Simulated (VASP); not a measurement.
# ZrC (Fm-3m) in VASP: notebook

ZrC is run at these levels: PBE; tasks: single point.

Everything below comes from runs of VASP 6.6.1. Logs are shortened: lines on timing, memory, paths and dates and some standing lists are left out, and cuts for length are marked.

### Step 1. The cell of the first run

It takes space group Fm-3m (No. 225, cubic). Conventional cell: a = 4.730 Å, b = 4.730 Å, c = 4.730 Å, α = 90.00°, β = 90.00°, γ = 90.00°. Zr (site symmetry m-3m) has 6 C at 2.37 Å within 3.1 Å. Within 3.1 Å of C (site symmetry m-3m) lie 6 Zr at 2.37 Å.

### Step 2. Single point, PBE

The input, INCAR:

```
PREC = Accurate
ENCUT = 520
EDIFF = 1E-6
ISMEAR = -1
SIGMA = 0.1
LREAL = False
LASPH = True
NELM = 80
ALGO = Normal
ISIF = 2
LWAVE = False
LCHARG = False
GGA = PE
NBANDS = 15
```

The input, KPOINTS:

```
regular mesh
0
Gamma
  12 12 12
```

The input, POSCAR:

```
ZrC
1.0
    0.0000000000      2.3650000000      2.3650000000
    2.3650000000      0.0000000000      2.3650000000
    2.3650000000      2.3650000000      0.0000000000
Zr C
1 1
Direct
    0.5000000000      0.5000000000      0.5000000000
    0.0000000000      0.0000000000      0.0000000000
```

Potentials or basis: VASP PAW PBE potentials, release 64 (Zr_sv, C).

The run is started by

```
$ cat potpaw_PBE.64/Zr_sv/POTCAR potpaw_PBE.64/C/POTCAR > POTCAR
$ mpirun -np 1 vasp_std > vasp.out
```

OUTCAR:

```text
PREC = Accurate
   ENCUT = 520
   EDIFF = 1E-6
   ISMEAR = -1
   LREAL = False
   LASPH = True
   NELM = 80
   ISIF = 2
   GGA = PE

 ion  position               nearest neighbor table
   1  0.500  0.500  0.500-   2 2.37   2 2.37   2 2.37   2 2.37   2 2.37   2 2.37
   2  0.000  0.000  0.000-   1 2.37   1 2.37   1 2.37   1 2.37   1 2.37   1 2.37

  LATTYP: Found a face centered cubic cell.
 ALAT       =     4.7300000000

  Lattice vectors:

 A1 = (   0.0000000000,   2.3650000000,   2.3650000000)
 A2 = (   2.3650000000,   0.0000000000,   2.3650000000)
 A3 = (   2.3650000000,   2.3650000000,   0.0000000000)

Analysis of symmetry for initial positions (statically):
=====================================================================
 Subroutine PRICEL returns:
 Original cell was already a primitive cell.

 Routine SETGRP: Setting up the symmetry group for a
 face centered cubic supercell.

 Subroutine GETGRP returns: Found 48 space group operations
 (whereof 48 operations were pure point group operations)
 out of a pool of 48 trial point group operations.

The static configuration has the point symmetry O_h .

Analysis of symmetry for dynamics (positions and initial velocities):
=====================================================================
 Subroutine PRICEL returns:
 Original cell was already a primitive cell.

 Routine SETGRP: Setting up the symmetry group for a
 face centered cubic supercell.

 Subroutine GETGRP returns: Found 48 space group operations
 (whereof 48 operations were pure point group operations)
 out of a pool of 48 trial point group operations.

The dynamic configuration has the point symmetry O_h .

 Subroutine INISYM returns: Found 48 space group operations
 (whereof 48 operations are pure point group operations),
 and found     1 'primitive' translations

----------------------------------------------------------------------------------------

                                     Primitive cell

  volume of cell :      26.4560

  direct lattice vectors                    reciprocal lattice vectors
     0.000000000  2.365000000  2.365000000    -0.211416490  0.211416490  0.211416490
     2.365000000  0.000000000  2.365000000     0.211416490 -0.211416490  0.211416490
     2.365000000  2.365000000  0.000000000     0.211416490  0.211416490 -0.211416490

  length of vectors
     3.344615075  3.344615075  3.344615075     0.366184103  0.366184103  0.366184103

  position of ions in fractional coordinates (direct lattice)
     0.500000000  0.500000000  0.500000000
     0.000000000  0.000000000  0.000000000

  ion indices of the primitive-cell ions
   primitive index   ion index
                 1           1
                 2           2

----------------------------------------------------------------------------------------

 KPOINTS: regular mesh

Automatic generation of k-mesh.
 Grid dimensions read from file:
 generate k-points for:   12   12   12

 Generating k-lattice:

  Cartesian coordinates                     Fractional coordinates (reciprocal lattice)
    -0.017618041  0.017618041  0.017618041     0.083333333  0.000000000  0.000000000
     0.017618041 -0.017618041  0.017618041     0.000000000  0.083333333  0.000000000
     0.017618041  0.017618041 -0.017618041     0.000000000  0.000000000  0.083333333

  Length of vectors
     0.030515342  0.030515342  0.030515342

  Shift w.r.t. Gamma in fractional coordinates (k-lattice)
     0.000000000  0.000000000  0.000000000

 Subroutine IBZKPT returns following result:
 ===========================================

 Found     72 irreducible k-points:

 Following reciprocal coordinates:
            Coordinates               Weight
  0.000000  0.000000  0.000000      1.000000
  0.083333  0.000000  0.000000      8.000000
  0.166667  0.000000  0.000000      8.000000
  0.250000  0.000000  0.000000      8.000000
  0.333333  0.000000  0.000000      8.000000
  0.416667  0.000000  0.000000      8.000000
[... 16 lines left out ...]
  0.500000  0.166667  0.000000     24.000000
 -0.416667  0.166667  0.000000     24.000000
 [... further k-points ...]
   k-points           NKPTS =     72   k-points in BZ     NKDIM =     72   number of bands    NBANDS=     15
   number of dos      NEDOS =    301   number of ions     NIONS =      2
   total plane-waves  NPLWV =  21952
   dimension x,y,z NGX =    28 NGY =   28 NGZ =   28
   dimension x,y,z NGXF=    56 NGYF=   56 NGZF=   56
   ions per type =               1   1
   NGX,Y,Z   is equivalent  to a cutoff of  13.92, 13.92, 13.92 a.u.
   NGXF,Y,Z  is equivalent  to a cutoff of  27.84, 27.84, 27.84 a.u.
 SYSTEM =  unknown system
   PREC   = accura    normal or accurate (medium, high low for compatibility)
   ISTART =      0    job   : 0-new  1-cont  2-samecut
   ICHARG =      2    charge: 1-file 2-atom 10-const
   ISPIN  =      1    spin polarized calculation?
   LNONCOLLINEAR =      F non collinear calculations
   LSORBIT =      F    spin-orbit coupling
   LASPH  =      T    aspherical Exc in radial PAW
   ENCUT  =  520.0 eV  38.22 Ry    6.18 a.u.   6.22  6.22  6.22*2*pi/ulx,y,z
   NELM   =     80;   NELMIN=  2; NELMDL= -5     # of ELM steps
   EDIFF  = 0.1E-05   stopping-criterion for ELM
   LREAL  =      F    real-space projection
   EDIFFG = 0.1E-04   stopping-criterion for IOM
   NSW    =      0    number of steps for IOM
   IBRION =     -1    ionic relax: 0-MD 1-quasi-New 2-CG
   NFREE  =      0    steps in history (QN), initial steepest desc. (CG)
   ISIF   =      2    stress and relaxation
   ISYM   =      2    0-nonsym 1-usesym 2-fastsym
   POTIM  = 0.5000    time-step for ionic-motion
   TEBEG  =    0.0;   TEEND  =   0.0 temperature during run
   PSTRESS=    0.0 pullay stress
   NELECT =      16.0000    total number of electrons
   NUPDOWN=      -1.0000    fix difference up-down
   EMIN   =  10.00;   EMAX   =-10.00  energy-range for DOS
   EFERMI =   0.00;   METHOD = LEGACY
   ISMEAR =    -1;   SIGMA  =   0.10  broadening in eV -4-tet -1-fermi 0-gaus
   EFERMI_NEDOS =   21; number of points for ismear=-14 and -15
   IALGO  =     38    algorithm
   IMIX   =      4    mixing-type and parameters
     AMIX     =   0.40;   BMIX     =  1.00
     AMIX_MAG =   1.60;   BMIX_MAG =  1.00
  volume/ion in A,a.u.               =      13.23        89.27
  Fermi-wavevector in a.u.,A,eV,Ry     =   1.384439  2.616209 26.077880  1.916670
  Thomas-Fermi vector in A             =   2.508943
   LORBIT       =      0    0 simple, 1 ext, 2 COOP (PROOUT), +10 PAW based schemes
   GGA     = PE    functional components
[... 5 lines left out ...]
 non-spin polarized calculation
  energy-cutoff  :      520.00
  volume of cell :       26.46
 maximum number of plane-waves:       725
 NGX is ok and might be reduce to    28
   NGX = 13   NGY = 13   NGZ = 13

 number of electron      16.0000000 magnetization

 Free energy of the ion-electron system (eV)
  ---------------------------------------------------
  ext. energy  EPLUGINS =         0.00000000
  ---------------------------------------------------
  free energy    TOTEN  =       -19.46396766 eV

  energy without entropy =      -19.45323496  energy(sigma->0) =      -19.45860131

 E-fermi :   9.4108     XC(G=0): -12.0407

 val. band max:        9.3351313017   @ k =   0.4167   0.4167   0.0000
 cond. band min:       9.4377391002   @ k =   0.5000   0.5000   0.0000
 fundamental gap:      0.1026077985
 Fermi energy:         9.4107531423

 k-point     1 :       0.0000    0.0000    0.0000
  band No.  band energies     occupation
      1     -38.7814      2.00000
      2     -16.5035      2.00000
      3     -16.5035      2.00000
      4     -16.5035      2.00000
      5      -1.8423      2.00000
      6      10.3273      0.00021
      7      10.3273      0.00021
      8      10.3273      0.00021
      9      10.4842      0.00004
     10      10.4842      0.00004
     11      10.4842      0.00004
     12      12.1550      0.00000
     13      12.1550      0.00000
     14      16.4923      0.00000
     15      19.8263      0.00000

 k-point     2 :       0.0833    0.0000    0.0000
  band No.  band energies     occupation
      1     -38.7752      2.00000
      2     -16.5607      2.00000
      3     -16.5086      2.00000
      4     -16.5086      2.00000
      5      -1.6898      2.00000
      6       9.2925      1.53070
      7       9.5409      0.42799
      8       9.5409      0.42799
      9      10.7746      0.00000
     10      10.7746      0.00000
     11      11.1659      0.00000
     12      12.9697      0.00000
     13      12.9697      0.00000
     14      16.8312      0.00000
     15      20.2435      0.00000

 k-point     3 :       0.1667    0.0000    0.0000
  band No.  band energies     occupation
      1     -38.7583      2.00000
      2     -16.7139      2.00000
      3     -16.5224      2.00000
      4     -16.5224      2.00000
      5      -1.2586      2.00000
      6       7.9943      2.00000
      7       8.5328      1.99969
      8       8.5328      1.99969
      9      11.2343      0.00000
     10      11.2343      0.00000
     11      11.6532      0.00000
     12      14.4431      0.00000
     13      14.4431      0.00000
     14      17.6145      0.00000
     15      21.2967      0.00000
[... 343 lines left out ...]
 k-point    23 :       0.5000    0.1667    0.0000
  band No.  band energies     occupation
      1     -38.6808      2.00000
      2     -17.2099      2.00000
      3     -16.6955      2.00000
      4     -16.6266      2.00000
      5       0.5914      2.00000
      6       4.9685      2.00000
      7       6.7807      2.00000
      8       7.0573      2.00000
      9      12.0752      0.00000
     10      14.0205      0.00000
     11      14.5368      0.00000
     12      17.2454      0.00000
     13      17.7417      0.00000
     14      19.4077      0.00000
     15      22.5982      0.00000

 k-point    24 :      -0.4167    0.1667    0.0000
  band No.  band energies     occupation
      1     -38.6792      2.00000
      2     -17.2182      2.00000
      3     -16.7226      2.00000
      4     -16.6073      2.00000
      5       0.7260      2.00000
      6       4.7978      2.00000
      7       6.8107      2.00000
      8       6.8370      2.00000
      9      13.0189      0.00000
     10      13.5603      0.00000
     11      14.1352      0.00000
     12      17.2055      0.00000
     13      18.6341      0.00000
     14      18.8841      0.00000
     15      22.5888      0.00000

 [... further k-points ...]
[... 5 lines left out ...]
  --------------------------------------------------------------------------------------
  -------------------------------------------------------------------------------------
  Total       -0.4380472     -0.4380472     -0.4380472      0.0000000      0.0000000     -0.0000000
  in kB      -26.5282181    -26.5282181    -26.5282181      0.0000000      0.0000000     -0.0000000
  external PRESSURE =     -26.5282181 kB  Pullay stress =       0.0000000 kB

 VOLUME and BASIS-vectors are now :
 -----------------------------------------------------------------------------
  energy-cutoff  :      520.00
  volume of cell :       26.46
      direct lattice vectors                 reciprocal lattice vectors
     0.000000000  2.365000000  2.365000000    -0.211416490  0.211416490  0.211416490
     2.365000000  0.000000000  2.365000000     0.211416490 -0.211416490  0.211416490
     2.365000000  2.365000000  0.000000000     0.211416490  0.211416490 -0.211416490

 POSITION                                       TOTAL-FORCE (eV/Angst)
 -----------------------------------------------------------------------------------
      2.36500      2.36500      2.36500        -0.000000     -0.000000      0.000000
      0.00000      0.00000      0.00000         0.000000      0.000000     -0.000000
 -----------------------------------------------------------------------------------
    total drift:                                0.000000      0.000000      0.000000

  FREE ENERGIE OF THE ION-ELECTRON SYSTEM (eV)
  ---------------------------------------------------
  free  energy   TOTEN  =       -19.4639676558 eV

  energy  without entropy=      -19.4532349604  energy(sigma->0) =      -19.45860131
```

Run time: 19 s. Hardware: 1 thread of AMD EPYC 9R45 (Zen 5), shared host; peak memory 0.14 GiB.

Results:

```
Free energy            : -19.4640 eV
Pressure               : -2.7 GPa
Band gap on the k mesh : zero (band 8 reaches 10.33 eV, above the bottom of band 9 at 9.03 eV)
```

### Step 3. Single point, PBE

The input, INCAR:

```
SYSTEM = ZrC
PREC     = Accurate       ! precision mode
ENCUT    = 520            ! plane-wave cutoff, eV
EDIFF    = 1E-6           ! SCF threshold, eV
ISMEAR   = -1             ! smearing method
SIGMA    = 0.1            ! smearing width, eV
LREAL    = .FALSE.        ! projectors in reciprocal space
LASPH    = .TRUE.         ! aspherical terms in the spheres
NELM     = 60             ! most SCF steps
ALGO     = Normal         ! electronic algorithm
ISIF     = 2              ! what is computed and relaxed
LWAVE    = .FALSE.        ! write WAVECAR
LCHARG   = .TRUE.         ! write CHGCAR
GGA      = PE             ! functional
LELF     = .TRUE.         ! ELF
LVHAR    = .TRUE.       
NBANDS   = 15             ! bands
```

The input, KPOINTS:

```
Automatic mesh
0
G
  12 12 12
  0 0 0
```

POSCAR is that of step 2.

Potentials or basis: VASP PAW PBE potentials, release 64 (Zr_sv, C).

The run is started by

```
$ cat potpaw_PBE.64/Zr_sv/POTCAR potpaw_PBE.64/C/POTCAR > POTCAR
$ mpirun -np 1 vasp_std > vasp.out
```

Run time: 20 s. Hardware: 1 thread of AMD EPYC 9R45 (Zen 5), shared host; peak memory 0.14 GiB.

The run converged. Its results:

| Quantity | Value |
| --- | --- |
| Free energy | -19.4640 eV |
| Pressure | -2.7 GPa |
| Band gap on the k mesh | zero (band 8 reaches 10.33 eV, above the bottom of band 9 at 9.03 eV) |

Levels at points of the mesh, in eV from the Fermi level:
| k point | band 5 | band 6 | band 7 | band 8 | band 9 | band 10 | band 11 | band 12 |
| --- | --- | --- | --- | --- | --- | --- | --- | --- |
| (0.00, 0.00, 0.00) | -11.25 | 0.92 | 0.92 | 0.92 | 1.07 | 1.07 | 1.07 | 2.74 |
| (0.50, 0.00, 0.00) | -8.27 | -5.24 | -2.88 | -2.88 | 4.39 | 4.39 | 5.20 | 6.43 |
| (0.50, 0.50, 0.00) | -10.08 | -2.10 | -1.71 | 0.03 | 0.03 | 4.34 | 5.52 | 5.52 |
